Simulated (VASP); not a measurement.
# AlCo (Pm-3m) in VASP: a series of runs, part 2 of 2

VASP 6.6.1. The steps go on from the part before.

**4. Single point, PBE, collinear spin, ferromagnetic start**

This run uses another cell than the first one, of 11.99 Å³/atom, 1.059 times its volume.

Contents of INCAR:

```
PREC = Accurate ; ENCUT = 520
EDIFF = 1E-6 ; ISMEAR = -1
SIGMA = 0.1 ; LREAL = F
LASPH = T ; NELM = 150
ALGO = Normal ; ISIF = 2
LWAVE = F ; LCHARG = F
ISPIN = 2 ; MAGMOM = 0 3.2
LORBIT = 11 ; LMAXMIX = 4
GGA = PE ; NBANDS = 17
```

Contents of KPOINTS:

```
regular mesh
0
Gamma
  12 12 12
```

Contents of POSCAR:

```
AlCo
1.0
    2.8837113211      0.0000000000      0.0000000000
    0.0000000000      2.8837113211      0.0000000000
    0.0000000000      0.0000000000      2.8837113211
Al Co
1 1
Direct
    0.0000000000      0.0000000000      0.0000000000
    0.5000000000      0.5000000000      0.5000000000
```

Potentials or basis: VASP PAW PBE potentials, release 64 (Al, Co).

On the command line:

```sh
> cat potpaw_PBE.64/Al/POTCAR potpaw_PBE.64/Co/POTCAR > POTCAR
> mpirun -np 1 vasp_std > vasp.out
```

OUTCAR:

```text
PREC = Accurate
   ENCUT = 520
   EDIFF = 1E-6
   ISMEAR = -1
   LREAL = F
   LASPH = T
   NELM = 150
   ISIF = 2
   ISPIN = 2
   LORBIT = 11
   GGA = PE

 ion  position               nearest neighbor table
   1  0.000  0.000  0.000-   2 2.50   2 2.50   2 2.50   2 2.50   2 2.50   2 2.50   2 2.50   2 2.50

   2  0.500  0.500  0.500-   1 2.50   1 2.50   1 2.50   1 2.50   1 2.50   1 2.50   1 2.50   1 2.50

  LATTYP: Found a simple cubic cell.
 ALAT       =     2.8837113211

  Lattice vectors:

 A1 = (   2.8837113211,   0.0000000000,   0.0000000000)
 A2 = (   0.0000000000,   2.8837113211,   0.0000000000)
 A3 = (   0.0000000000,   0.0000000000,   2.8837113211)

Analysis of symmetry for initial positions (statically):
=====================================================================
 Subroutine PRICEL returns:
 Original cell was already a primitive cell.

 Routine SETGRP: Setting up the symmetry group for a
 simple cubic supercell.

 Subroutine GETGRP returns: Found 48 space group operations
 (whereof 48 operations were pure point group operations)
 out of a pool of 48 trial point group operations.

The static configuration has the point symmetry O_h .

Analysis of symmetry for dynamics (positions and initial velocities):
=====================================================================
 Subroutine PRICEL returns:
 Original cell was already a primitive cell.

 Routine SETGRP: Setting up the symmetry group for a
 simple cubic supercell.

 Subroutine GETGRP returns: Found 48 space group operations
 (whereof 48 operations were pure point group operations)
 out of a pool of 48 trial point group operations.

The dynamic configuration has the point symmetry O_h .

Analysis of structural, dynamic, and magnetic symmetry:
=====================================================================
 Subroutine PRICEL returns:
 Original cell was already a primitive cell.

 Routine SETGRP: Setting up the symmetry group for a
 simple cubic supercell.

 Subroutine GETGRP returns: Found 48 space group operations
 (whereof 48 operations were pure point group operations)
 out of a pool of 48 trial point group operations.

The overall configuration has the point symmetry O_h .

 Subroutine INISYM returns: Found 48 space group operations
 (whereof 48 operations are pure point group operations),
 and found     1 'primitive' translations

----------------------------------------------------------------------------------------

                                     Primitive cell

  volume of cell :      23.9803

  direct lattice vectors                    reciprocal lattice vectors
     2.883711321  0.000000000  0.000000000     0.346775349  0.000000000  0.000000000
     0.000000000  2.883711321  0.000000000     0.000000000  0.346775349  0.000000000
     0.000000000  0.000000000  2.883711321     0.000000000  0.000000000  0.346775349

  length of vectors
     2.883711321  2.883711321  2.883711321     0.346775349  0.346775349  0.346775349

  position of ions in fractional coordinates (direct lattice)
[... 63 lines left out ...]
   total plane-waves  NPLWV =  13824
   dimension x,y,z NGX =    24 NGY =   24 NGZ =   24
   dimension x,y,z NGXF=    48 NGYF=   48 NGZF=   48
   ions per type =               1   1
   NGX,Y,Z   is equivalent  to a cutoff of  13.84, 13.84, 13.84 a.u.
   NGXF,Y,Z  is equivalent  to a cutoff of  27.67, 27.67, 27.67 a.u.
 SYSTEM =  unknown system
   PREC   = accura    normal or accurate (medium, high low for compatibility)
   ISTART =      0    job   : 0-new  1-cont  2-samecut
   ICHARG =      2    charge: 1-file 2-atom 10-const
   ISPIN  =      2    spin polarized calculation?
   LNONCOLLINEAR =      F non collinear calculations
   LSORBIT =      F    spin-orbit coupling
   LASPH  =      T    aspherical Exc in radial PAW
   ENCUT  =  520.0 eV  38.22 Ry    6.18 a.u.   5.36  5.36  5.36*2*pi/ulx,y,z
   NELM   =    150;   NELMIN=  2; NELMDL= -5     # of ELM steps
   EDIFF  = 0.1E-05   stopping-criterion for ELM
   LREAL  =      F    real-space projection
   EDIFFG = 0.1E-04   stopping-criterion for IOM
   NSW    =      0    number of steps for IOM
   IBRION =     -1    ionic relax: 0-MD 1-quasi-New 2-CG
   NFREE  =      0    steps in history (QN), initial steepest desc. (CG)
   ISIF   =      2    stress and relaxation
   ISYM   =      2    0-nonsym 1-usesym 2-fastsym
   POTIM  = 0.5000    time-step for ionic-motion
   TEBEG  =    0.0;   TEEND  =   0.0 temperature during run
   PSTRESS=    0.0 pullay stress
   NELECT =      12.0000    total number of electrons
   NUPDOWN=      -1.0000    fix difference up-down
   EMIN   =  10.00;   EMAX   =-10.00  energy-range for DOS
   EFERMI =   0.00;   METHOD = LEGACY
   ISMEAR =    -1;   SIGMA  =   0.10  broadening in eV -4-tet -1-fermi 0-gaus
   EFERMI_NEDOS =   21; number of points for ismear=-14 and -15
   IALGO  =     38    algorithm
   IMIX   =      4    mixing-type and parameters
     AMIX     =   0.40;   BMIX     =  1.00
     AMIX_MAG =   1.60;   BMIX_MAG =  1.00
  volume/ion in A,a.u.               =      11.99        80.91
  Fermi-wavevector in a.u.,A,eV,Ry     =   1.299721  2.456117 22.983977  1.689275
  Thomas-Fermi vector in A             =   2.430966
   LORBIT       =     11    0 simple, 1 ext, 2 COOP (PROOUT), +10 PAW based schemes
   GGA     = PE    functional components
   LHFCALC =     F    Hartree Fock is set to
   AEXX    =    0.0000 exact exchange contribution
   IVDW    =     0    specifies the selected vdW correction
   LEPSILON=     F    determine dielectric tensor
   LRPA    =     F    only Hartree local field effects (RPA)
 spin polarized calculation
  energy-cutoff  :      520.00
  volume of cell :       23.98
 maximum number of plane-waves:       661
 NGX is ok and might be reduce to    24
   NGX = 11   NGY = 11   NGZ = 11

 number of electron      12.0000002 magnetization       0.0016486

 Free energy of the ion-electron system (eV)
  ---------------------------------------------------
  ext. energy  EPLUGINS =         0.00000000
  ---------------------------------------------------
  free energy    TOTEN  =       -11.98951547 eV

  energy without entropy =      -11.95785460  energy(sigma->0) =      -11.97368504

 E-fermi :  10.0619     XC(G=0): -12.0948

 val. band max:       10.0040333843   @ k =   0.5000   0.4167   0.0833
 cond. band min:      10.0947082076   @ k =   0.4167   0.4167   0.0000
 fundamental gap:      0.0906748234
 Fermi energy:        10.0619288598

 spin component 1

 k-point     1 :       0.0000    0.0000    0.0000
  band No.  band energies     occupation
      1      -0.7279      1.00000
      2       7.3040      1.00000
      3       7.3040      1.00000
      4       9.3065      0.99948
      5       9.3065      0.99948
      6       9.3065      0.99948
[... 459 lines left out ...]
      6       8.8367      1.00000
[... 9 lines left out ...]
     16      31.6735      0.00000
     17      32.0498      0.00000

 [... further k-points ...]

 spin component 2

 k-point     1 :       0.0000    0.0000    0.0000
  band No.  band energies     occupation
      1      -0.7282      1.00000
      2       7.3066      1.00000
      3       7.3066      1.00000
      4       9.3078      0.99947
      5       9.3078      0.99947
      6       9.3078      0.99947
[... 459 lines left out ...]
      6       8.8379      1.00000
[... 9 lines left out ...]
     16      31.6737      0.00000
     17      32.0494      0.00000

 [... further k-points ...]
[... 5 lines left out ...]
  --------------------------------------------------------------------------------------
  -------------------------------------------------------------------------------------
  Total       -0.8085799     -0.8085799     -0.8085799     -0.0000000     -0.0000000     -0.0000000
  in kB      -54.0229354    -54.0229354    -54.0229354     -0.0000000     -0.0000000     -0.0000000
  external PRESSURE =     -54.0229354 kB  Pullay stress =       0.0000000 kB

 VOLUME and BASIS-vectors are now :
 -----------------------------------------------------------------------------
  energy-cutoff  :      520.00
  volume of cell :       23.98
      direct lattice vectors                 reciprocal lattice vectors
     2.883711321  0.000000000  0.000000000     0.346775349  0.000000000  0.000000000
     0.000000000  2.883711321  0.000000000     0.000000000  0.346775349  0.000000000
     0.000000000  0.000000000  2.883711321     0.000000000  0.000000000  0.346775349

 POSITION                                       TOTAL-FORCE (eV/Angst)
 -----------------------------------------------------------------------------------
      0.00000      0.00000      0.00000         0.000000      0.000000      0.000000
      1.44186      1.44186      1.44186         0.000000      0.000000      0.000000
 -----------------------------------------------------------------------------------
    total drift:                                0.000000      0.000000     -0.000000

  FREE ENERGIE OF THE ION-ELECTRON SYSTEM (eV)
  ---------------------------------------------------
  free  energy   TOTEN  =       -11.9895154749 eV

  energy  without entropy=      -11.9578545956  energy(sigma->0) =      -11.97368504

 total charge

# of ion       s       p       d       tot
------------------------------------------
    1        0.390   0.413   0.000   0.803
    2        0.422   0.478   7.484   8.384
--------------------------------------------------
tot          0.812   0.891   7.484   9.187

 magnetization (x)

# of ion       s       p       d       tot
------------------------------------------
    1       -0.000  -0.000   0.000  -0.000
    2        0.000  -0.000   0.002   0.002
--------------------------------------------------
tot         -0.000  -0.000   0.002   0.002
```

OSZICAR:

```text
N       E                     dE             d eps       ncg     rms          rms(c)
DAV:   1     0.378294543156E+02    0.37829E+02   -0.47016E+03  5848   0.705E+02
DAV:   2    -0.108538021483E+02   -0.48683E+02   -0.43039E+02  6416   0.150E+02
DAV:   3    -0.128332148109E+02   -0.19794E+01   -0.19485E+01  6932   0.318E+01
DAV:   4    -0.128629735288E+02   -0.29759E-01   -0.29739E-01  6937   0.346E+00
DAV:   5    -0.128638623709E+02   -0.88884E-03   -0.88879E-03  7097   0.642E-01    0.142E+01
DAV:   6    -0.160960502832E+02   -0.32322E+01   -0.42476E+01  6435   0.733E+01    0.186E+01
DAV:   7    -0.119496812122E+02    0.41464E+01   -0.25213E+01  6580   0.470E+01    0.299E+00
DAV:   8    -0.119924229311E+02   -0.42742E-01   -0.21093E-01  7033   0.309E+00    0.161E+00
DAV:   9    -0.119899067100E+02    0.25162E-02   -0.79482E-02  7717   0.184E+00    0.105E+00
DAV:  10    -0.119892954676E+02    0.61124E-03   -0.11057E-02  8296   0.672E-01    0.256E-01
DAV:  11    -0.119894910656E+02   -0.19560E-03   -0.58174E-04  8052   0.174E-01    0.112E-01
DAV:  12    -0.119895043536E+02   -0.13288E-04   -0.83887E-05  8199   0.617E-02    0.608E-02
DAV:  13    -0.119895132145E+02   -0.88608E-05   -0.44108E-05  7844   0.483E-02    0.136E-02
DAV:  14    -0.119895150149E+02   -0.18004E-05   -0.62329E-06  6589   0.174E-02    0.524E-03
DAV:  15    -0.119895154749E+02   -0.46005E-06   -0.19913E-06  3116   0.904E-03
   1 F= -.11989515E+02 E0= -.11973685E+02  d E =-.316609E-01  mag=     0.0007
```

stdout:

```text
POSCAR found type information on POSCAR AlCo
 POSCAR found :  2 types and       2 ions
 scaLAPACK will be used
 LDA part: xc-table for (Slater+PW92), standard interpolation
 POSCAR, INCAR and KPOINTS ok, starting setup
 FFT: planning ... GRIDC
 FFT: planning ... GRID_SOFT
 FFT: planning ... GRID
 WAVECAR not read
 entering main loop
```

It took 36 s on 1 thread of Intel Xeon Platinum 8259CL at 2.50GHz (Skylake/Cascade Lake), shared host; peak memory 0.18 GiB.

What came out:

```yaml
Free_energy: -11.9895 eV
Pressure: -5.4 GPa
Band_gap_on_the_k_mesh: zero (filled and empty bands overlap)
Net_moment: 0.00 μB per cell
Valence_electrons_inside_the_program's_atomic_spheres: Al 0.80; Co 8.38
```

Caveat: the starting moments collapsed, and a magnetic state may lie lower.
